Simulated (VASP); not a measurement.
A run of VASP 6.6.1 is set up as follows.

Contents of INCAR:

```
SYSTEM = AlGa3N4
ALGO = Normal
EDIFF = 1E-7
ENCUT = 520
GGA = PS
ISIF = 2
ISMEAR = 0
LASPH = .TRUE.
LCHARG = .FALSE.
LREAL = .FALSE.
LWAVE = .FALSE.
NBANDS = 41
NELM = 100
PREC = Accurate
SIGMA = 0.05
```

File KPOINTS:

```
k-points
0
G
  6 6 6
  0 0 0
```

Contents of POSCAR:

```
AlGa3N4
1.0
    4.4676279409      0.0000000000      0.0000000000
    0.0000000000      4.4676279409      0.0000000000
    0.0000000000      0.0000000000      4.4676279409
Al Ga N
1 3 4
Direct
    0.0000000000      0.0000000000      0.0000000000
    0.5000000000      0.5000000000      0.0000000000
    0.5000000000      0.0000000000      0.5000000000
    0.0000000000      0.5000000000      0.5000000000
    0.7937998334      0.7937998334      0.2062001666
    0.7937998334      0.2062001666      0.7937998334
    0.2062001666      0.7937998334      0.7937998334
    0.2062001666      0.2062001666      0.2062001666
```

Potentials or basis: VASP PAW PBE potentials, release 64 (Al, Ga_d, N).

Launch:

```console
$ cat potpaw_PBE.64/Al/POTCAR potpaw_PBE.64/Ga_d/POTCAR potpaw_PBE.64/N/POTCAR > POTCAR
$ mpirun -np 1 vasp_std > vasp.out
```

Problem. Predict the band gap on the k mesh.

Solution. 1.45 eV, indirect (least direct gap 2.43 eV).

Problem. What does it give for the pressure?

Solution. 19.0 GPa.

Forces in eV/Å, atoms in the order of the input:
```
Al   0.000  0.000  0.000
Ga   0.000  0.000  0.000
Ga   0.000  0.000  0.000
Ga   0.000  0.000  0.000
N   -7.043 -7.043  7.043
N   -7.043  7.043 -7.043
N    7.043 -7.043 -7.043
N    7.043  7.043  7.043
```

Caveat: the cell differs from its parent crystal (mode 24 (691.5 1/cm) frozen in, largest displacement -0.300 Å); the PAW data sets were made with another functional, which shifts forces and pressure a little. A k mesh can miss the band edges.
